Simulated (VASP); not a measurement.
Here is a VASP 6.6.1 calculation.

Contents of INCAR:

```
PREC     = Accurate       # precision mode
ENCUT    = 520            # plane-wave cutoff, eV
EDIFF    = 1E-6           # SCF threshold, eV
ISMEAR   = 0              # smearing method
SIGMA    = 0.05           # smearing width, eV
LREAL    = False          # projectors in reciprocal space
LASPH    = True           # aspherical terms in the spheres
NELM     = 100            # most SCF steps
ALGO     = Normal         # electronic algorithm
ISIF     = 2              # what is computed and relaxed
LWAVE    = False          # write WAVECAR
LCHARG   = True           # write CHGCAR
LELF     = True           # ELF
LVHAR    = True         
NBANDS   = 9              # bands
```

Contents of KPOINTS:

```
regular mesh
0
Gamma
  10 10 10
```

Contents of POSCAR:

```
LiH
1.0
    0.0000000000      1.9512000000      2.1951000000
    1.9512000000      0.0000000000      2.1951000000
    1.9512000000      1.9512000000      0.0000000000
Li H
1 1
Direct
    0.0000000000      0.0000000000      0.0000000000
    0.5000000000      0.5000000000      0.5000000000
```

Potentials or basis: VASP PAW LDA potentials, release 64 (Li_sv, H).

Launch:

```sh
$ cat potpaw_LDA.64/Li_sv/POTCAR potpaw_LDA.64/H/POTCAR > POTCAR
$ mpirun -np 1 vasp_std > vasp.out
```

(1) Estimate the band gap on the k mesh.

Results:

(1) 1.42 eV, indirect (least direct gap 2.37 eV).

Caveat: the cell differs from its parent crystal (strain -0.040 along x and y, +0.080 along z).
